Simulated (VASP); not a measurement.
# W (Im-3m) in VASP: a series of runs, part 2 of 3

VASP 6.6.1. Earlier steps stand in the parts before.

## 3. Single point, HSE06

This run uses another cell than the first one, of 16.80 Å³/atom.

Contents of POSCAR:

```
W
1.0
   -1.6133792515      1.6133792515      1.6133792515
    1.6133792515     -1.6133792515      1.6133792515
    1.6133792515      1.6133792515     -1.6133792515
W
1
Direct
    0.0000000000      0.0000000000      0.0000000000
```

Contents of INCAR.step1:

```
  ALGO = Normal
  EDIFF = 1E-5
  ENCUT = 520
  GGA = PE
  ISIF = 2
  ISMEAR = -1
  LASPH = T
  LCHARG = F
  LREAL = F
  LWAVE = T
  NBANDS = 13
  NELM = 60
  PREC = Accurate
  SIGMA = 0.05
```

Contents of INCAR.step2:

```
  ALGO = Normal
  EDIFF = 1E-6
  ENCUT = 520
  GGA = PE
  HFSCREEN = 0.2079
  ISIF = 2
  ISMEAR = -1
  ISTART = 1
  LASPH = T
  LCHARG = F
  LHFCALC = T
  LREAL = F
  LWAVE = F
  NBANDS = 13
  NELM = 60
  PREC = Accurate
  PRECFOCK = Normal
  SIGMA = 0.05
```

Contents of KPOINTS:

```
k-points
0
Gamma
  8 8 8
```

Potentials or basis: VASP PAW PBE potentials, release 64 (W_sv).

Command:

```console
$ cat potpaw_PBE.64/W_sv/POTCAR > POTCAR
$ cp INCAR.step1 INCAR
$ mpirun -np 1 vasp_std > vasp.out
$ cp INCAR.step2 INCAR
$ mpirun -np 1 vasp_std > vasp.out
```

OUTCAR:

```text
EDIFF = 1E-6
   ENCUT = 520
   GGA = PE
   HFSCREEN = 0.2079
   ISIF = 2
   ISMEAR = -1
   ISTART = 1
   LASPH = T
   LHFCALC = T
   LREAL = F
   NELM = 60
   PREC = Accurate
   PRECFOCK = Normal

 ion  position               nearest neighbor table
   1  0.000  0.000  0.000-

  LATTYP: Found a body centered cubic cell.
 ALAT       =     3.2267585030

  Lattice vectors:

 A1 = (  -1.6133792515,   1.6133792515,   1.6133792515)
 A2 = (   1.6133792515,  -1.6133792515,   1.6133792515)
 A3 = (   1.6133792515,   1.6133792515,  -1.6133792515)

Analysis of symmetry for initial positions (statically):
=====================================================================
 Subroutine PRICEL returns:
 Original cell was already a primitive cell.

 Routine SETGRP: Setting up the symmetry group for a
 body centered cubic supercell.

 Subroutine GETGRP returns: Found 48 space group operations
 (whereof 48 operations were pure point group operations)
 out of a pool of 48 trial point group operations.

The static configuration has the point symmetry O_h .

Analysis of symmetry for dynamics (positions and initial velocities):
=====================================================================
 Subroutine PRICEL returns:
 Original cell was already a primitive cell.

 Routine SETGRP: Setting up the symmetry group for a
 body centered cubic supercell.

 Subroutine GETGRP returns: Found 48 space group operations
 (whereof 48 operations were pure point group operations)
 out of a pool of 48 trial point group operations.

The dynamic configuration has the point symmetry O_h .

 Subroutine INISYM returns: Found 48 space group operations
 (whereof 48 operations are pure point group operations),
 and found     1 'primitive' translations

----------------------------------------------------------------------------------------

                                     Primitive cell

  volume of cell :      16.7985

  direct lattice vectors                    reciprocal lattice vectors
    -1.613379252  1.613379252  1.613379252     0.000000000  0.309908535  0.309908535
     1.613379252 -1.613379252  1.613379252     0.309908535  0.000000000  0.309908535
     1.613379252  1.613379252 -1.613379252     0.309908535  0.309908535  0.000000000

  length of vectors
     2.794454835  2.794454835  2.794454835     0.438276853  0.438276853  0.438276853

  position of ions in fractional coordinates (direct lattice)
     0.000000000  0.000000000  0.000000000

  ion indices of the primitive-cell ions
   primitive index   ion index
                 1           1

----------------------------------------------------------------------------------------

 KPOINTS: k-points

Automatic generation of k-mesh.
 Grid dimensions read from file:
 generate k-points for:    8    8    8

 Generating k-lattice:

  Cartesian coordinates                     Fractional coordinates (reciprocal lattice)
     0.000000000  0.038738567  0.038738567     0.125000000  0.000000000  0.000000000
     0.038738567  0.000000000  0.038738567     0.000000000  0.125000000  0.000000000
     0.038738567  0.038738567  0.000000000     0.000000000  0.000000000  0.125000000

  Length of vectors
[... 38 lines left out ...]
   number of dos      NEDOS =    301   number of ions     NIONS =      1
   total plane-waves  NPLWV =  13824
   dimension x,y,z NGX =    24 NGY =   24 NGZ =   24
   dimension x,y,z NGXF=    48 NGYF=   48 NGZF=   48
   ions per type =               1
   NGX,Y,Z   is equivalent  to a cutoff of  14.28, 14.28, 14.28 a.u.
   NGXF,Y,Z  is equivalent  to a cutoff of  28.56, 28.56, 28.56 a.u.
 SYSTEM =  unknown system
   PREC   = accura    normal or accurate (medium, high low for compatibility)
   ISTART =      1    job   : 0-new  1-cont  2-samecut
   ICHARG =      0    charge: 1-file 2-atom 10-const
   ISPIN  =      1    spin polarized calculation?
   LNONCOLLINEAR =      F non collinear calculations
   LSORBIT =      F    spin-orbit coupling
   LASPH  =      T    aspherical Exc in radial PAW
   ENCUT  =  520.0 eV  38.22 Ry    6.18 a.u.   5.20  5.20  5.20*2*pi/ulx,y,z
   NELM   =     60;   NELMIN=  2; NELMDL=  0     # of ELM steps
   EDIFF  = 0.1E-05   stopping-criterion for ELM
   LREAL  =      F    real-space projection
   EDIFFG = 0.1E-04   stopping-criterion for IOM
   NSW    =      0    number of steps for IOM
   IBRION =     -1    ionic relax: 0-MD 1-quasi-New 2-CG
   NFREE  =      0    steps in history (QN), initial steepest desc. (CG)
   ISIF   =      2    stress and relaxation
   ISYM   =      3    0-nonsym 1-usesym 2-fastsym
   POTIM  = 0.5000    time-step for ionic-motion
   TEBEG  =    0.0;   TEEND  =   0.0 temperature during run
   PSTRESS=    0.0 pullay stress
   NELECT =      14.0000    total number of electrons
   NUPDOWN=      -1.0000    fix difference up-down
   EMIN   =  10.00;   EMAX   =-10.00  energy-range for DOS
   EFERMI =   0.00;   METHOD = LEGACY
   ISMEAR =    -1;   SIGMA  =   0.05  broadening in eV -4-tet -1-fermi 0-gaus
   EFERMI_NEDOS =   21; number of points for ismear=-14 and -15
   IALGO  =     38    algorithm
   IMIX   =      1    mixing-type and parameters
     AMIX     =   0.40;   BMIX     =  1.00
     AMIX_MAG =   1.60;   BMIX_MAG =  1.00
  volume/ion in A,a.u.               =      16.80       113.36
  Fermi-wavevector in a.u.,A,eV,Ry     =   1.540616  2.911342 32.293392  2.373497
  Thomas-Fermi vector in A             =   2.646678
   LORBIT       =      0    0 simple, 1 ext, 2 COOP (PROOUT), +10 PAW based schemes
   GGA     = PE    functional components
   LHFCALC =     T    Hartree Fock is set to
   PRECFOCK=normal    Normal, Fast or Accurate (Low or Medium for compatibility)
   ENCUT4O =  -1.0   cutoff for four orbital integrals eV
   NKREDX  =     1    reduce k-point grid by
   NKREDY  =     1    reduce k-point grid by
   NKREDZ  =     1    reduce k-point grid by
   AEXX    =    0.2500 exact exchange contribution
   HFSCREEN=    0.2079 screening length (either q_TF or 0.3 A-1)
   HFSCREENC=   0.2079 screening length for correlation (either q_TF or 0.3 A-1)
   ENCUTFOCK=  -1.0 apply spherical cutoff to Coloumb kernel
   IVDW    =     0    specifies the selected vdW correction
   LEPSILON=     F    determine dielectric tensor
   LRPA    =     F    only Hartree local field effects (RPA)
 non-spin polarized calculation
  energy-cutoff  :      520.00
  volume of cell :       16.80
 maximum number of plane-waves:       466
 NGX is ok and might be reduce to    24
  NGX = 16; NGY = 16; NGZ = 16

 number of electron      13.9999999 magnetization

 Free energy of the ion-electron system (eV)
  ---------------------------------------------------
  ext. energy  EPLUGINS =         0.00000000
  ---------------------------------------------------
  free energy    TOTEN  =       -14.97624369 eV

  energy without entropy =      -14.97620543  energy(sigma->0) =      -14.97622456

 E-fermi :  10.2798     XC(G=0): -10.8489

 val. band max:        9.8855232059   @ k =   0.1250   0.0000   0.0000
 cond. band min:      10.6044159123   @ k =   0.5000   0.0000   0.0000
 fundamental gap:      0.7188927064
 Fermi energy:        10.2798457156

 k-point     1 :       0.0000    0.0000    0.0000
  band No.  band energies     occupation
      1     -67.9543      2.00000
      2     -30.0331      2.00000
      3     -30.0331      2.00000
      4     -30.0331      2.00000
      5      -0.1034      2.00000
      6       9.0794      2.00000
      7       9.0794      2.00000
      8       9.0794      2.00000
      9      13.3885      0.00000
     10      13.3885      0.00000
     11      25.7541      0.00000
     12      25.7541      0.00000
     13      25.7541      0.00000
[... 354 lines left out ...]
  band No.  band energies     occupation
      1     -67.7982      2.00000
      2     -30.9513      2.00000
      3     -30.5974      2.00000
      4     -30.4820      2.00000
      5       5.5359      2.00000
      6       6.5538      2.00000
      7       9.8358      1.99972
      8      10.8247      0.00004
      9      14.3627      0.00000
     10      15.1463      0.00000
     11      24.4137      0.00000
     12      26.8469      0.00000
     13      28.1976      0.00000

 [... further k-points ...]
[... 5 lines left out ...]
  --------------------------------------------------------------------------------------
  -------------------------------------------------------------------------------------
  Total       -1.9148538     -1.9148538     -1.9148538      0.0000000     -0.0000000      0.0000000
  in kB     -182.6319706   -182.6319706   -182.6319706      0.0000000     -0.0000000      0.0000000
  external PRESSURE =    -182.6319706 kB  Pullay stress =       0.0000000 kB

 VOLUME and BASIS-vectors are now :
 -----------------------------------------------------------------------------
  energy-cutoff  :      520.00
  volume of cell :       16.80
      direct lattice vectors                 reciprocal lattice vectors
    -1.613379252  1.613379252  1.613379252     0.000000000  0.309908535  0.309908535
     1.613379252 -1.613379252  1.613379252     0.309908535  0.000000000  0.309908535
     1.613379252  1.613379252 -1.613379252     0.309908535  0.309908535  0.000000000

 POSITION                                       TOTAL-FORCE (eV/Angst)
 -----------------------------------------------------------------------------------
      0.00000      0.00000      0.00000        -0.000000     -0.000000      0.000000
 -----------------------------------------------------------------------------------
    total drift:                               -0.000000      0.000000     -0.000000

  FREE ENERGIE OF THE ION-ELECTRON SYSTEM (eV)
  ---------------------------------------------------
  free  energy   TOTEN  =       -14.9762436869 eV

  energy  without entropy=      -14.9762054297  energy(sigma->0) =      -14.97622456
```

OUTCAR.step1:

```text
EDIFF = 1E-5
   ENCUT = 520
   GGA = PE
   ISIF = 2
   ISMEAR = -1
   LASPH = T
[... 599 lines left out ...]

 POSITION                                       TOTAL-FORCE (eV/Angst)
 -----------------------------------------------------------------------------------
      0.00000      0.00000      0.00000         0.000000     -0.000000     -0.000000
 -----------------------------------------------------------------------------------
    total drift:                               -0.000000     -0.000000     -0.000000

  FREE ENERGIE OF THE ION-ELECTRON SYSTEM (eV)
  ---------------------------------------------------
  free  energy   TOTEN  =       -12.9350124816 eV

  energy  without entropy=      -12.9346494838  energy(sigma->0) =      -12.93483098
```

Wall time 72 min (1 thread of Oxide Virtual Turin-like, shared host); peak memory 0.22 GiB.

What came out:

* Free energy: -14.9762 eV
* Pressure: -18.3 GPa
* Band gap on the k mesh: zero (bands 7 and 8 overlap by 6.75 eV)

Levels at points of the mesh, in eV from the Fermi level:
| k point | band 4 | band 5 | band 6 | band 7 | band 8 | band 9 | band 10 | band 11 |
| --- | --- | --- | --- | --- | --- | --- | --- | --- |
| (0.00, 0.00, 0.00) | -40.31 | -10.38 | -1.20 | -1.20 | -1.20 | 3.11 | 3.11 | 15.47 |
| (0.50, 0.00, 0.00) | -40.30 | -6.58 | -3.74 | 0.32 | 2.89 | 3.88 | 6.53 | 11.38 |
| (0.50, 0.50, 0.50) | -41.16 | -5.84 | -5.84 | 5.55 | 5.55 | 5.55 | 8.58 | 8.58 |

Caveat: the cell stands under tension; the PAW data sets were made with another functional, which shifts forces and pressure a little; spin-orbit coupling is left out, which moves the levels of the heavy elements.

## 4. Single point, HSE06

This run uses another cell than the first one, of 16.48 Å³/atom.

Contents of POSCAR:

```
W
1.0
   -1.6031677168      1.6031677168      1.6031677168
    1.6031677168     -1.6031677168      1.6031677168
    1.6031677168      1.6031677168     -1.6031677168
W
1
Direct
    0.0000000000      0.0000000000      0.0000000000
```

Contents of INCAR.step1:

```
SYSTEM = W
PREC     = Accurate       ! precision mode
ENCUT    = 520            ! plane-wave cutoff, eV
EDIFF    = 1E-5           ! SCF threshold, eV
ISMEAR   = -1             ! smearing method
SIGMA    = 0.05           ! smearing width, eV
LREAL    = .False.        ! projectors in reciprocal space
LASPH    = .True.         ! aspherical terms in the spheres
NELM     = 80             ! most SCF steps
ALGO     = Normal         ! electronic algorithm
ISIF     = 2              ! what is computed and relaxed
LWAVE    = .True.         ! write WAVECAR
GGA      = PE             ! functional
NBANDS   = 13             ! bands
```

Contents of INCAR.step2:

```
SYSTEM = W
PREC     = Accurate       ! precision mode
ENCUT    = 520            ! plane-wave cutoff, eV
EDIFF    = 1E-7           ! SCF threshold, eV
ISMEAR   = -1             ! smearing method
SIGMA    = 0.05           ! smearing width, eV
LREAL    = .False.        ! projectors in reciprocal space
LASPH    = .True.         ! aspherical terms in the spheres
NELM     = 80             ! most SCF steps
ALGO     = Normal         ! electronic algorithm
ISIF     = 2              ! what is computed and relaxed
LWAVE    = .False.        ! write WAVECAR
LCHARG   = .True.         ! write CHGCAR
GGA      = PE             ! functional
LHFCALC  = .True.         ! exact exchange
HFSCREEN = 0.2079         ! screening, 1/A
PRECFOCK = Normal       
LELF     = .True.         ! ELF
LVHAR    = .True.       
ISTART   = 1            
NBANDS   = 13             ! bands
```

Contents of KPOINTS:

```
Automatic mesh
0
Gamma
  8 8 8
  0 0 0
```

Command:

```console
$ cat potpaw_PBE.64/W_sv/POTCAR > POTCAR
$ cp INCAR.step1 INCAR
$ mpirun -np 1 vasp_std > vasp.out
$ cp INCAR.step2 INCAR
$ mpirun -np 1 vasp_std > vasp.out
```

Wall time 72 min (1 thread of Oxide Virtual Turin-like, shared host); peak memory 0.23 GiB.

It converged, with:

```
Free energy            : -15.0072 eV
Pressure               : -13.1 GPa
Band gap on the k mesh : zero (bands 7 and 8 overlap by 6.92 eV)
```

Levels at points of the mesh, in eV from the Fermi level:
```tsv
k point	band 4	band 5	band 6	band 7	band 8	band 9	band 10	band 11
(0.00, 0.00, 0.00)	-40.27	-10.51	-1.24	-1.24	-1.24	3.14	3.14	15.51
(0.50, 0.00, 0.00)	-40.26	-6.73	-3.84	0.37	2.93	3.94	6.69	11.68
(0.50, 0.50, 0.50)	-41.17	-6.02	-6.02	5.67	5.67	5.67	8.72	8.72
```

Caveat: the cell stands under tension; the PAW data sets were made with another functional, which shifts forces and pressure a little; spin-orbit coupling is left out, which moves the levels of the heavy elements.

## 5. Single point, PBE0

This run uses another cell than the first one, of 15.53 Å³/atom.

Contents of POSCAR:

```
W
1.0
   -1.5717249149      1.5717249149      1.5717249149
    1.5717249149     -1.5717249149      1.5717249149
    1.5717249149      1.5717249149     -1.5717249149
W
1
Direct
    0.0000000000      0.0000000000      0.0000000000
```

Contents of INCAR.step1:

```
PREC = Accurate ; ENCUT = 520
EDIFF = 1E-5 ; ISMEAR = -1
SIGMA = 0.05 ; LREAL = False
LASPH = True ; NELM = 80
ALGO = Normal ; ISIF = 2
LWAVE = True ; GGA = PE
NBANDS = 13
```

Contents of INCAR.step2:

```
PREC = Accurate ; ENCUT = 520
EDIFF = 1E-6 ; ISMEAR = -1
SIGMA = 0.05 ; LREAL = False
LASPH = True ; NELM = 80
ALGO = Normal ; ISIF = 2
LWAVE = False ; LCHARG = True
GGA = PE ; LHFCALC = True
AEXX = 0.25 ; PRECFOCK = Normal
LELF = True ; LVHAR = True
ISTART = 1 ; NBANDS = 13
```

Contents of KPOINTS:

```
Automatic mesh
0
Gamma
  8 8 8
```

Command:

```console
$ cat potpaw_PBE.64/W_sv/POTCAR > POTCAR
$ cp INCAR.step1 INCAR
$ mpirun -np 1 vasp_std > vasp.out
$ cp INCAR.step2 INCAR
$ mpirun -np 1 vasp_std > vasp.out
```

Run time: 43 min. Hardware: 1 thread of Oxide Virtual Turin-like, shared host; peak memory 0.12 GiB.

Results (log left out):

- Free energy: -16.2223 eV
- Pressure: 6.3 GPa
- Band gap on the k mesh: zero (bands 7 and 8 overlap by 8.27 eV)

Levels at points of the mesh, in eV from the Fermi level:
```
           k point  band 3  band 4  band 5  band 6  band 7  band 8  band 9  band 10  band 11  band 12
(0.00, 0.00, 0.00)  -40.51  -40.51  -11.31   -1.72   -1.72   -1.72    3.70     3.70    16.04    16.04
(0.50, 0.00, 0.00)  -41.00  -40.50   -7.57   -4.56    0.70    3.53    4.58     7.66    12.89    13.08
(0.50, 0.50, 0.50)  -41.58  -41.58   -6.97   -6.97    6.55    6.55    6.55     9.62     9.62     9.62
```

Caveat: the cell stands under pressure; the PAW data sets were made with another functional, which shifts forces and pressure a little; spin-orbit coupling is left out, which moves the levels of the heavy elements.

(Part 2 of 3 ends here.)

The gap in the log of VASP goes by the Fermi energy; the results here count the filled bands.